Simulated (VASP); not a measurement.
Here is a VASP 6.6.1 calculation.

POSCAR

```
GaN
1.0
    0.0000000000      2.2489526566      2.2489526566
    2.2489526566      0.0000000000      2.2489526566
    2.2489526566      2.2489526566      0.0000000000
Ga N
1 1
Direct
    0.0000000000      0.0000000000      0.0000000000
    0.2500000000      0.2500000000      0.2500000000
```

File INCAR.step1:

```
PREC = Accurate
ENCUT = 520
EDIFF = 1E-5
ISMEAR = -1
SIGMA = 0.02
LREAL = False
LASPH = True
NELM = 60
ALGO = Normal
ISIF = 2
LWAVE = True
GGA = PE
NBANDS = 16
```

Contents of INCAR.step2:

```
PREC = Accurate
ENCUT = 520
EDIFF = 1E-6
ISMEAR = -1
SIGMA = 0.02
LREAL = False
LASPH = True
NELM = 60
ALGO = Normal
ISIF = 2
LWAVE = False
LCHARG = True
GGA = PE
LHFCALC = True
HFSCREEN = 0.2079
PRECFOCK = Normal
LELF = True
LVHAR = True
ISTART = 1
NBANDS = 16
```

Contents of KPOINTS:

```
regular mesh
0
Gamma
  6 6 6
```

Potentials or basis: VASP PAW PBE potentials, release 64 (Ga_d, N).

The run is started by

```sh
$ cat potpaw_PBE.64/Ga_d/POTCAR potpaw_PBE.64/N/POTCAR > POTCAR
$ cp INCAR.step1 INCAR
$ mpirun -np 1 vasp_std > vasp.out
$ cp INCAR.step2 INCAR
$ mpirun -np 1 vasp_std > vasp.out
```

**Question.** What does it give for the band gap on the k mesh?

**Answer.** 3.02 eV.

**Question.** Predict the pressure.

**Answer.** -0.1 GPa.

Caveat: the PAW data sets were made with another functional, which shifts forces and pressure a little.
